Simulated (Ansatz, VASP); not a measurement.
# Ba in VASP and in Ansatz

```
Ba
1.0
    -2.29065    2.29065    2.97785
     2.29065   -2.29065    2.97785
     2.29065    2.29065   -2.97785
Ba
1
Direct
  0.00000 0.00000 0.00000
```

Alike in both runs: task single point; functional LDA; k mesh 16 × 16 × 16; occupations gaussian, width 0.15 eV; no spin polarisation.

|  | VASP | Ansatz |
| --- | --- | --- |
| version | VASP 6.6.1 | Ansatz 0.2.0 |
| potentials or method | VASP PAW LDA potentials, release 64 (Ba_sv), cutoff 520 eV | scalar-relativistic, plane waves, PAW |
| valence electrons in the cell | 10 | 10 |

```csv
,VASP,Ansatz,Ansatz less VASP
gap on the k mesh at the Fermi level (eV),none,none,-
pressure (GPa),-1.1,-1.2,-0.03
```

LDA's correlation is that of Perdew and Zunger in VASP and of Perdew and Wang (1992) in Ansatz. A gap of «none» marks a metal or a gap that the smearing closes.

Neither program's run includes spin-orbit coupling.
